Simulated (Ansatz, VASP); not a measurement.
One calculation of Si3N, two programs

```
CELL_PARAMETERS angstrom
3.83334 0.00000 0.00000
0.00000 5.42117 0.00000
0.00000 0.00000 22.48776
ATOMIC_POSITIONS crystal
Si 0.50000 0.00000 0.17787
Si 0.00000 0.25000 0.17787
Si 0.00000 0.50388 0.26087
Si 0.50000 0.74612 0.26087
Si 0.50000 0.00860 0.34186
Si 0.00000 0.24140 0.34186
N 0.83333 0.17527 0.50640
N 0.83333 0.17527 0.55531
```

Alike in both runs: task single point; functional PBE; dispersion D3(BJ); k mesh 7 × 5 × 1; occupations gaussian, width 0.05 eV; no spin polarisation.

|  | VASP | Ansatz |
| --- | --- | --- |
| version | VASP 6.6.1 | Ansatz 0.2.0 |
| potentials or method | VASP PAW PBE potentials, release 64 (Si, N), cutoff 520 eV | scalar-relativistic, plane waves, PAW |
| valence electrons in the cell | 34 | 34 |

Ansatz gave:

| Quantity | Value |
| --- | --- |
| gap on the k mesh at the Fermi level (eV) | none |
| rms of the force components (eV/Å) | 0.190 |
| work function, face that differs most (eV) | 4.83 |

Problem. Which values does VASP return?

Solution. gap on the k mesh at the Fermi level (eV): none; rms of the force components (eV/Å): 0.634; work function, face that differs most (eV): 4.83.

Atom by atom the forces differ by 0.519 eV/Å (rms over components). A gap of «none» marks a metal or a gap that the smearing closes. One of these differences is far larger than is usual between the two programs; its cause wasn't traced.

Noted on VASP's run: the standard files for N, O and F lose accuracy on very short bonds.
